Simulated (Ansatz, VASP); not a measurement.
**Ti in VASP and in Ansatz**

Contents of INCAR:

```
SYSTEM = Ti
PREC = Accurate
ENCUT = 520
EDIFF = 1E-6
ISMEAR = -1
SIGMA = 0.08
LREAL = .FALSE.
LASPH = .TRUE.
NELM = 100
ALGO = Normal
ISIF = 2
LWAVE = .FALSE.
LCHARG = .TRUE.
GGA = PE
LELF = .TRUE.
LVHAR = .TRUE.
NBANDS = 19
```

The input KPOINTS:

```
regular mesh
0
G
  13 13 7
  0 0 0
```

The input POSCAR:

```
Ti
1.0
    2.8909979032      0.0000000000      0.0000000000
   -1.4454989516      2.5036776264      0.0000000000
    0.0000000000      0.0000000000      4.6860000000
Ti
2
Direct
    0.3333333333      0.6666666667      0.2500000000
    0.6666666667      0.3333333333      0.7500000000
```

Input for Ansatz:

```yaml
crystal:
  lattice:
    - [2.8909979032, 0.0, 0.0]
    - [-1.4454989516, 2.5036776264, 0.0]
    - [0.0, 0.0, 4.686]
  atoms:
    - { symbol: Ti, position: [0.3333333333, 0.6666666667, 0.25] }
    - { symbol: Ti, position: [0.6666666667, 0.3333333333, 0.75] }
kpoints:
  mp_grid: { grid: [13, 13, 7] }
  band_path:
    path:
      - [0.0, 0.0, 0.0]
      - [0.5, 0.0, 0.0]
      - [0.3333333333, 0.3333333333, 0.0]
      - [0.0, 0.0, 0.0]
      - [0.0, 0.0, 0.5]
      - [0.5, 0.0, 0.5]
      - [0.3333333333, 0.3333333333, 0.5]
      - [0.0, 0.0, 0.5]
      - [0.5, 0.0, 0.5]
    npoints: 5
scf:
  occupations: { method: fermi_dirac, width: 0.08 }
hamiltonian:
  xc: pbe
  pseudopotentials: { kind: all_electron, lapw: { basis_error: 0.0005 } }
output:
  forces: true
  stress: true
  eigenvalues: true
```

Change from the starting cell: equal xx and yy strain of -2 %.

Alike in both runs: task single point; functional PBE; k mesh 13 × 13 × 7; occupations fermi-dirac, width 0.08 eV; no spin polarisation.

|  | VASP | Ansatz |
| --- | --- | --- |
| version | VASP 6.6.1 | Ansatz 0.2.0 |
| potentials or method | VASP PAW PBE potentials, release 64 (Ti_sv), cutoff 520 eV | all-electron LAPW, scalar-relativistic |

Ansatz gave:

- pressure (GPa): 3.0
- traceless stress, the component that is largest in VASP (GPa): -1.75

Estimate VASP's values.

pressure (GPa): 2.7; traceless stress, the component that is largest in VASP (GPa): -1.74.

Ansatz ran all-electron here, and VASP with PAW potentials.
